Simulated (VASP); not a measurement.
Input of a VASP 6.6.1 run:

Contents of INCAR:

```
ALGO = Normal ; EDIFF = 1E-6
ENCUT = 520 ; GGA = PE
ISIF = 2 ; ISMEAR = -1
LASPH = T ; LCHARG = T
LELF = T ; LREAL = Auto
LVHAR = T ; LWAVE = F
NBANDS = 82 ; NELECT = 128.0
NELM = 80 ; PREC = Accurate
SIGMA = 0.02
```

The input KPOINTS:

```
k-points
0
Gamma
  2 2 3
```

Contents of POSCAR:

```
Si8HO16
1.0
   -4.1564000000     -4.1564000000      0.0000000000
    4.1564000000     -4.1564000000      0.0000000000
    0.0000000000      0.0000000000      5.3204000000
Si O H
8 16 1
Direct
    0.4951808055      0.5066065586      0.0073774528
   -0.0050389760      0.4999150707      0.2500443576
    0.4953220335      0.5067297421      0.4926295015
   -0.0079719228      0.5141313396      0.7500605218
    0.0027816139      0.0003393562      0.0032146079
    0.5025344048      0.0052947262      0.2500484926
    0.0026889857      0.0002544269      0.4968064431
    0.5064039794     -0.0187009191      0.7500712352
    0.1905403715      0.5145378212      0.0013211413
    0.0086002310      0.1964534212      0.2500345839
    0.7978976999      0.4893799923     -0.0039416209
   -0.0118650755      0.8050324800      0.2500092098
    0.1905208835      0.5145640458      0.4987656943
    0.0304921326      0.2022816620      0.7500069544
    0.7978659417      0.4894093446      0.5039696263
   -0.0085977047      0.8112868107      0.7500462371
    0.6976241459      0.0137390530     -0.0040878505
    0.5097786546      0.7003180637      0.2499973686
    0.3082875806     -0.0113243432      0.0005700699
    0.4890788904      0.3082976855      0.2500392828
    0.6976502502      0.0137088586      0.5041432975
    0.5063826869      0.6883163314      0.7500479287
    0.3083107978     -0.0113386585      0.4995143222
    0.4565203060      0.2986904533      0.7500210510
    0.2757800019      0.2625668848      0.7502582513
```

Potentials or basis: VASP PAW PBE potentials, release 64 (Si, O, H).

Run with:

```console
$ cat potpaw_PBE.64/Si/POTCAR potpaw_PBE.64/O/POTCAR potpaw_PBE.64/H/POTCAR > POTCAR
$ mpirun -np 1 vasp_std > vasp.out
```

Task: What does it give for the largest force?

Result: 0.377 eV/Å.

Forces in eV/Å, atoms in the order of the input:
```
Si   0.021 -0.039  0.025
Si   0.021  0.006  0.000
Si   0.029 -0.014 -0.019
Si  -0.043  0.065 -0.007
Si   0.025 -0.006 -0.043
Si   0.017 -0.003  0.001
Si   0.020 -0.023  0.047
Si  -0.074  0.035 -0.007
O   -0.048  0.001 -0.014
O    0.021 -0.004  0.000
O    0.023  0.018  0.017
O   -0.009  0.022 -0.001
O   -0.051 -0.002  0.013
O    0.105  0.156  0.003
O    0.017  0.012 -0.011
O   -0.029  0.050  0.000
O    0.007  0.034  0.013
O    0.042 -0.026 -0.002
O    0.042  0.012 -0.019
O   -0.007  0.017  0.001
O    0.011  0.039 -0.010
O   -0.017  0.029 -0.001
O    0.044  0.015  0.019
O   -0.040 -0.039  0.005
H   -0.126 -0.356 -0.009
```

Caveat: the k points lie up to 0.53 Å⁻¹ apart; the cell carries a net charge on a neutralising background, which shifts energy and pressure.
